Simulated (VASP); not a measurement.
# MgCd5Se6 (P-3m1) in VASP: further runs

MgCd5Se6 is run at these levels: PBE; tasks: single point, relaxation of cell and atoms.

Program: VASP 6.6.1. These are calculated values, not measurements. Logs are shortened: lines on timing, memory, paths and dates and some standing lists are left out, and cuts for length are marked.

## (1) The cell of the first run

It takes space group P-3m1 (No. 164, trigonal). Conventional cell: a = 4.032 Å, b = 4.032 Å, c = 19.777 Å, α = 90.00°, β = 90.00°, γ = 120.00°. Within 3.7 Å of Mg (site symmetry -3m) lie 6 Se at 2.79 Å. Cd (site symmetry 3m) has 6 Se at 2.86 Å within 3.8 Å. Cd (site symmetry 3m) has 6 Se at 2.86 to 2.87 Å within 3.8 Å. Within 3.8 Å of Cd (site symmetry -3m) lie 6 Se at 2.86 Å. Se (site symmetry 3m) has 3 Mg at 2.79 Å and 3 Cd at 2.87 Å within 3.7 Å. Within 3.8 Å of Se (site symmetry 3m) lie 6 Cd at 2.86 Å. Se (site symmetry 3m) has 6 Cd at 2.86 Å within 3.8 Å.

## (2) Single point, PBE

The input, INCAR:

```
SYSTEM = MgCd5Se6
  PREC = Accurate
  ENCUT = 520
  EDIFF = 1E-6
  ISMEAR = 0
  SIGMA = 0.1
  LREAL = .False.
  LASPH = .True.
  NELM = 80
  ALGO = Normal
  ISIF = 2
  LWAVE = .False.
  LCHARG = .False.
  GGA = PE
  NBANDS = 61
```

The input, KPOINTS:

```
Automatic mesh
0
Gamma
  6 6 1
  0 0 0
```

The input, POSCAR:

```
MgCd5Se6
1.0
    4.0319984197     -0.0000000028      0.0000000000
   -2.0159992074      3.4918130609      0.0000000000
    0.0000000000      0.0000000000     19.7770816468
Mg Cd Se
1 5 6
Direct
    0.0000000000      0.0000000000      0.5000000000
    0.3333333333      0.6666666667      0.1687138448
    0.6666666667      0.3333333333      0.3371730041
    0.3333333333      0.6666666667      0.6628269959
    0.6666666667      0.3333333333      0.8312861552
    0.0000000000      0.0000000000      0.0000000000
    0.3333333333      0.6666666667      0.4221432428
    0.6666666667      0.3333333333      0.5778567572
    0.0000000000      0.0000000000      0.7470199334
    0.3333333333      0.6666666667      0.9156916486
    0.6666666667      0.3333333333      0.0843083514
    0.0000000000      0.0000000000      0.2529800666
```

Potentials or basis: VASP PAW PBE potentials, release 64 (Mg, Cd, Se).

Run with:

```console
> cat potpaw_PBE.64/Mg/POTCAR potpaw_PBE.64/Cd/POTCAR potpaw_PBE.64/Se/POTCAR > POTCAR
> mpirun -np 1 vasp_std > vasp.out
```

OUTCAR:

```text
SYSTEM = MgCd5Se6
   PREC = Accurate
   ENCUT = 520
   EDIFF = 1E-6
   ISMEAR = 0
   LREAL = .False.
   LASPH = .True.
   NELM = 80
   ISIF = 2
   GGA = PE

 ion  position               nearest neighbor table
   1  0.000  0.000  0.500-   7 2.79   8 2.79   8 2.79   7 2.79   8 2.79   7 2.79
   2  0.333  0.667  0.169-  12 2.86  12 2.86  12 2.86  11 2.86  11 2.86  11 2.86
   3  0.667  0.333  0.337-  12 2.86  12 2.86  12 2.86   7 2.87   7 2.87   7 2.87
   4  0.333  0.667  0.663-   9 2.86   9 2.86   9 2.86   8 2.87   8 2.87   8 2.87
   5  0.667  0.333  0.831-   9 2.86   9 2.86   9 2.86  10 2.86  10 2.86  10 2.86
   6  0.000  0.000  0.000-  10 2.86  11 2.86  11 2.86  10 2.86  11 2.86  10 2.86
   7  0.333  0.667  0.422-   1 2.79   1 2.79   1 2.79   3 2.87   3 2.87   3 2.87
   8  0.667  0.333  0.578-   1 2.79   1 2.79   1 2.79   4 2.87   4 2.87   4 2.87
   9  0.000  0.000  0.747-   4 2.86   4 2.86   4 2.86   5 2.86   5 2.86   5 2.86
  10  0.333  0.667  0.916-   6 2.86   6 2.86   6 2.86   5 2.86   5 2.86   5 2.86
  11  0.667  0.333  0.084-   6 2.86   6 2.86   6 2.86   2 2.86   2 2.86   2 2.86
  12  0.000  0.000  0.253-   3 2.86   3 2.86   3 2.86   2 2.86   2 2.86   2 2.86

  LATTYP: Found a hexagonal cell.
 ALAT       =     4.0319984197
 C/A-ratio  =     4.9050320928

  Lattice vectors:

 A1 = (   4.0319984197,  -0.0000000028,   0.0000000000)
 A2 = (  -2.0159992074,   3.4918130609,   0.0000000000)
 A3 = (   0.0000000000,   0.0000000000,  19.7770816468)

Analysis of symmetry for initial positions (statically):
=====================================================================
 Subroutine PRICEL returns:
 Original cell was already a primitive cell.

 Routine SETGRP: Setting up the symmetry group for a
 hexagonal supercell.

 Subroutine GETGRP returns: Found 12 space group operations
 (whereof 12 operations were pure point group operations)
 out of a pool of 24 trial point group operations.

The static configuration has the point symmetry D_3d.

Analysis of symmetry for dynamics (positions and initial velocities):
=====================================================================
 Subroutine PRICEL returns:
 Original cell was already a primitive cell.

 Routine SETGRP: Setting up the symmetry group for a
 hexagonal supercell.

 Subroutine GETGRP returns: Found 12 space group operations
 (whereof 12 operations were pure point group operations)
 out of a pool of 24 trial point group operations.

The dynamic configuration has the point symmetry D_3d.

 Subroutine INISYM returns: Found 12 space group operations
 (whereof 12 operations are pure point group operations),
 and found     1 'primitive' translations

----------------------------------------------------------------------------------------

                                     Primitive cell

  volume of cell :     278.4412

  direct lattice vectors                    reciprocal lattice vectors
     4.031998420 -0.000000003  0.000000000     0.248015970  0.143192087  0.000000000
    -2.015999207  3.491813061  0.000000000     0.000000000  0.286384174  0.000000000
     0.000000000  0.000000000 19.777081647     0.000000000  0.000000000  0.050563577

  length of vectors
     4.031998420  4.031998420 19.777081647     0.286384174  0.286384174  0.050563577

  position of ions in fractional coordinates (direct lattice)
     0.000000000  0.000000000  0.500000000
     0.333333333  0.666666667  0.168713845
     0.666666667  0.333333333  0.337173004
     0.333333333  0.666666667  0.662826996
     0.666666667  0.333333333  0.831286155
     0.000000000  0.000000000  0.000000000
     0.333333333  0.666666667  0.422143243
     0.666666667  0.333333333  0.577856757
     0.000000000  0.000000000  0.747019933
     0.333333333  0.666666667  0.915691649
     0.666666667  0.333333333  0.084308351
     0.000000000  0.000000000  0.252980067

  ion indices of the primitive-cell ions
   primitive index   ion index
                 1           1
                 2           2
                 3           3
                 4           4
                 5           5
                 6           6
                 7           7
                 8           8
                 9           9
                10          10
                11          11
                12          12

----------------------------------------------------------------------------------------

 KPOINTS: Automatic mesh

Automatic generation of k-mesh.
 Grid dimensions read from file:
 generate k-points for:    6    6    1

 Generating k-lattice:

  Cartesian coordinates                     Fractional coordinates (reciprocal lattice)
     0.041335995  0.023865348  0.000000000     0.166666667  0.000000000  0.000000000
     0.000000000  0.047730696  0.000000000    -0.000000000  0.166666667  0.000000000
     0.000000000  0.000000000  0.050563577     0.000000000  0.000000000  1.000000000

  Length of vectors
     0.047730696  0.047730696  0.050563577

  Shift w.r.t. Gamma in fractional coordinates (k-lattice)
     0.000000000  0.000000000  0.000000000

 Subroutine IBZKPT returns following result:
 ===========================================

 Found      7 irreducible k-points:

 Following reciprocal coordinates:
            Coordinates               Weight
  0.000000  0.000000  0.000000      1.000000
  0.166667  0.000000  0.000000      6.000000
  0.333333  0.000000  0.000000      6.000000
  0.500000  0.000000  0.000000      3.000000
  0.166667  0.166667  0.000000      6.000000
  0.333333  0.166667  0.000000     12.000000
  0.333333  0.333333  0.000000      2.000000
   k-points           NKPTS =      7   k-points in BZ     NKDIM =      7   number of bands    NBANDS=     61
   number of dos      NEDOS =    301   number of ions     NIONS =     12
   total plane-waves  NPLWV = 135000
   dimension x,y,z NGX =    30 NGY =   30 NGZ =  150
   dimension x,y,z NGXF=    60 NGYF=   60 NGZF=  300
   ions per type =               1   5   6
   NGX,Y,Z   is equivalent  to a cutoff of  12.37, 12.37, 12.61 a.u.
   NGXF,Y,Z  is equivalent  to a cutoff of  24.74, 24.74, 25.22 a.u.
 SYSTEM =  MgCd5Se6
   PREC   = accura    normal or accurate (medium, high low for compatibility)
   ISTART =      0    job   : 0-new  1-cont  2-samecut
   ICHARG =      2    charge: 1-file 2-atom 10-const
   ISPIN  =      1    spin polarized calculation?
   LNONCOLLINEAR =      F non collinear calculations
   LSORBIT =      F    spin-orbit coupling
   LASPH  =      T    aspherical Exc in radial PAW
   ENCUT  =  520.0 eV  38.22 Ry    6.18 a.u.   7.50  7.50 36.77*2*pi/ulx,y,z
   NELM   =     80;   NELMIN=  2; NELMDL= -5     # of ELM steps
   EDIFF  = 0.1E-05   stopping-criterion for ELM
   LREAL  =      F    real-space projection
   EDIFFG = 0.1E-04   stopping-criterion for IOM
   NSW    =      0    number of steps for IOM
   IBRION =     -1    ionic relax: 0-MD 1-quasi-New 2-CG
   NFREE  =      0    steps in history (QN), initial steepest desc. (CG)
   ISIF   =      2    stress and relaxation
   ISYM   =      2    0-nonsym 1-usesym 2-fastsym
   POTIM  = 0.5000    time-step for ionic-motion
   TEBEG  =    0.0;   TEEND  =   0.0 temperature during run
   PSTRESS=    0.0 pullay stress
   NELECT =      98.0000    total number of electrons
   NUPDOWN=      -1.0000    fix difference up-down
   EMIN   =  10.00;   EMAX   =-10.00  energy-range for DOS
   EFERMI =   0.00;   METHOD = LEGACY
   ISMEAR =     0;   SIGMA  =   0.10  broadening in eV -4-tet -1-fermi 0-gaus
   EFERMI_NEDOS =   21; number of points for ismear=-14 and -15
   IALGO  =     38    algorithm
   IMIX   =      4    mixing-type and parameters
     AMIX     =   0.40;   BMIX     =  1.00
     AMIX_MAG =   1.60;   BMIX_MAG =  1.00
  volume/ion in A,a.u.               =      23.20       156.58
  Fermi-wavevector in a.u.,A,eV,Ry     =   1.155861  2.184261 18.177588  1.336015
  Thomas-Fermi vector in A             =   2.292486
   LORBIT       =      0    0 simple, 1 ext, 2 COOP (PROOUT), +10 PAW based schemes
   GGA     = PE    functional components
   LHFCALC =     F    Hartree Fock is set to
   AEXX    =    0.0000 exact exchange contribution
   IVDW    =     0    specifies the selected vdW correction
   LEPSILON=     F    determine dielectric tensor
   LRPA    =     F    only Hartree local field effects (RPA)
 non-spin polarized calculation
 Gauss-broadening in eV      SIGMA  =   0.10
  energy-cutoff  :      520.00
  volume of cell :      278.44
 maximum number of plane-waves:      7551
 NGX is ok and might be reduce to    30
   NGX = 15   NGY = 15   NGZ = 73

 number of electron      98.0000025 magnetization

 Free energy of the ion-electron system (eV)
  ---------------------------------------------------
  ext. energy  EPLUGINS =         0.00000000
  ---------------------------------------------------
  free energy    TOTEN  =       -33.41605121 eV

  energy without entropy =      -33.39705124  energy(sigma->0) =      -33.40655122

 E-fermi :   2.4282     XC(G=0):  -9.9175

 val. band max:        2.3711611176   @ k =   0.0000   0.0000   0.0000
 cond. band min:       2.8031981491   @ k =   0.0000   0.0000   0.0000
 fundamental gap:      0.4320370315
 Fermi energy:         2.4282086586

 k-point     1 :       0.0000    0.0000    0.0000
  band No.  band energies     occupation
      1     -10.4968      2.00000
      2     -10.3017      2.00000
      3     -10.2898      2.00000
      4      -9.8636      2.00000
      5      -9.8180      2.00000
      6      -9.5397      2.00000
[... 53 lines left out ...]
     60       8.4554      0.00000
     61       8.4664      0.00000

 k-point     2 :       0.1667    0.0000    0.0000
  band No.  band energies     occupation
      1     -10.3221      2.00000
      2     -10.1577      2.00000
      3     -10.1416      2.00000
      4      -9.8042      2.00000
      5      -9.7527      2.00000
      6      -9.5167      2.00000
[... 318 lines left out ...]
      5      -9.4209      2.00000
      6      -9.4209      2.00000
[... 53 lines left out ...]
     60       8.6687      0.00000
     61       8.8096      0.00000

------------------------ aborting loop because EDIFF is reached ----------------------------------------

  FORCE on cell =-STRESS in cart. coord.  units (eV):
  Direction    XX          YY          ZZ          XY          YZ          ZX
  --------------------------------------------------------------------------------------
  -------------------------------------------------------------------------------------
  Total        0.3615479      0.3615479      0.3525063      0.0000000     -0.0000000     -0.0000000
  in kB        2.0803807      2.0803807      2.0283550      0.0000000     -0.0000000     -0.0000000
  external PRESSURE =       2.0630388 kB  Pullay stress =       0.0000000 kB

 VOLUME and BASIS-vectors are now :
 -----------------------------------------------------------------------------
  energy-cutoff  :      520.00
  volume of cell :      278.44
      direct lattice vectors                 reciprocal lattice vectors
     4.031998420 -0.000000003  0.000000000     0.248015970  0.143192087  0.000000000
    -2.015999207  3.491813061  0.000000000     0.000000000  0.286384174  0.000000000
     0.000000000  0.000000000 19.777081647     0.000000000  0.000000000  0.050563577

 POSITION                                       TOTAL-FORCE (eV/Angst)
 -----------------------------------------------------------------------------------
      0.00000      0.00000      9.88854        -0.000000      0.000000      0.000000
      0.00000      2.32788      3.33667        -0.000000     -0.000000     -0.000871
      2.01600      1.16394      6.66830        -0.000000      0.000000     -0.001447
      0.00000      2.32788     13.10878         0.000000     -0.000000      0.001447
      2.01600      1.16394     16.44041         0.000000      0.000000      0.000871
      0.00000      0.00000      0.00000        -0.000000      0.000000      0.000000
      0.00000      2.32788      8.34876        -0.000000     -0.000000      0.039247
      2.01600      1.16394     11.42832         0.000000      0.000000     -0.039247
      0.00000      0.00000     14.77387        -0.000000      0.000000     -0.003483
      0.00000      2.32788     18.10971         0.000000      0.000000     -0.001988
      2.01600      1.16394      1.66737        -0.000000     -0.000000      0.001988
      0.00000      0.00000      5.00321        -0.000000     -0.000000      0.003483
 -----------------------------------------------------------------------------------
    total drift:                                0.000000     -0.000000     -0.000000

  FREE ENERGIE OF THE ION-ELECTRON SYSTEM (eV)
  ---------------------------------------------------
  free  energy   TOTEN  =       -33.4160512137 eV

  energy  without entropy=      -33.3970512350  energy(sigma->0) =      -33.40655122
```

Run time: 88 s. Hardware: 1 thread of Intel Xeon 6975P-C (Granite Rapids), shared host; peak memory 0.38 GiB.

What came out:

```
Free energy            : -33.4161 eV
Pressure               : 0.2 GPa
Largest force          : 0.039 eV/Å
Band gap on the k mesh : zero (band 49 reaches 2.37 eV, above the bottom of band 50 at 2.29 eV)
```

Forces in eV/Å, atoms in the order of the input:
```
Mg   0.000  0.000  0.000
Cd   0.000  0.000 -0.001
Cd   0.000  0.000 -0.001
Cd   0.000  0.000  0.001
Cd   0.000  0.000  0.001
Cd   0.000  0.000  0.000
Se   0.000  0.000  0.039
Se   0.000  0.000 -0.039
Se   0.000  0.000 -0.003
Se   0.000  0.000 -0.002
Se   0.000  0.000  0.002
Se   0.000  0.000  0.003
```

Levels at points of the mesh, in eV from the Fermi level:
```tsv
k point	band 45	band 46	band 47	band 48	band 49	band 50	band 51	band 52	band 53	band 54
(0.00, 0.00, 0.00)	-0.36	-0.15	-0.15	-0.06	-0.06	0.37	2.12	2.29	3.11	3.17
(0.50, 0.00, 0.00)	-1.27	-0.85	-0.68	-0.22	-0.13	-0.13	1.03	1.37	3.08	3.10
```

## (3) Single point, PBE

This run uses another cell than the first one, of 25.54 Å³/atom, 1.101 times its volume.

The input, INCAR:

```
SYSTEM = MgCd5Se6
PREC = Accurate
ENCUT = 520
EDIFF = 1E-7
ISMEAR = 0
SIGMA = 0.1
LREAL = .False.
LASPH = .True.
NELM = 60
ALGO = Normal
ISIF = 2
LWAVE = .False.
LCHARG = .True.
GGA = PE
LELF = .True.
LVHAR = .True.
NBANDS = 61
```

KPOINTS is that of step 2.

The input, POSCAR:

```
MgCd5Se6
1.0
    4.1649741300      0.0000000000      0.0000000000
   -2.0824870600      3.6069734000      0.0000000000
    0.0000000000      0.0000000000     20.4041228100
Mg Cd Se
1 5 6
Direct
    0.0000000000      0.0000000000      0.5000000000
    0.3333333300      0.6666666700      0.1666666700
    0.6666666700      0.3333333300      0.3333333300
    0.3333333300      0.6666666700      0.6666666700
    0.6666666700      0.3333333300      0.8333333300
    0.0000000000      0.0000000000      0.0000000000
    0.3333333300      0.6666666700      0.4166666700
    0.6666666700      0.3333333300      0.5833333300
    0.0000000000      0.0000000000      0.7500000000
    0.3333333300      0.6666666700      0.9166666700
    0.6666666700      0.3333333300      0.0833333300
    0.0000000000      0.0000000000      0.2500000000
```

Potentials or basis: VASP PAW PBE potentials, release 64 (Mg, Cd, Se).

Run with:

```console
> cat potpaw_PBE.64/Mg/POTCAR potpaw_PBE.64/Cd/POTCAR potpaw_PBE.64/Se/POTCAR > POTCAR
> mpirun -np 1 vasp_std > vasp.out
```

Wall time 1.9 min (1 thread of Intel Xeon 6975P-C (Granite Rapids), shared host); peak memory 0.47 GiB.

It converged, with:

| Quantity | Value |
| --- | --- |
| Free energy | -32.9604 eV |
| Pressure | -4.4 GPa |
| Largest force | 0.346 eV/Å |
| Band gap on the k mesh | zero (band 49 reaches 1.58 eV, above the bottom of band 50 at 1.52 eV) |

Forces in eV/Å, atoms in the order of the input:
```
Mg   0.000  0.000  0.000
Cd   0.000  0.000  0.005
Cd   0.000  0.000  0.029
Cd   0.000  0.000 -0.029
Cd   0.000  0.000 -0.005
Cd   0.000  0.000  0.000
Se   0.000  0.000  0.346
Se   0.000  0.000 -0.346
Se   0.000  0.000 -0.009
Se   0.000  0.000  0.002
Se   0.000  0.000 -0.002
Se   0.000  0.000  0.009
```

Levels at points of the mesh, in eV from the Fermi level:
```tsv
k point	band 47	band 48	band 49	band 50	band 51	band 52
(0.00, 0.00, 0.00)	-0.14	-0.08	-0.08	0.03	1.76	1.92
(0.50, 0.00, 0.00)	-0.56	-0.21	-0.12	-0.12	0.97	1.29
```

(Part 1 of 2 ends here.)
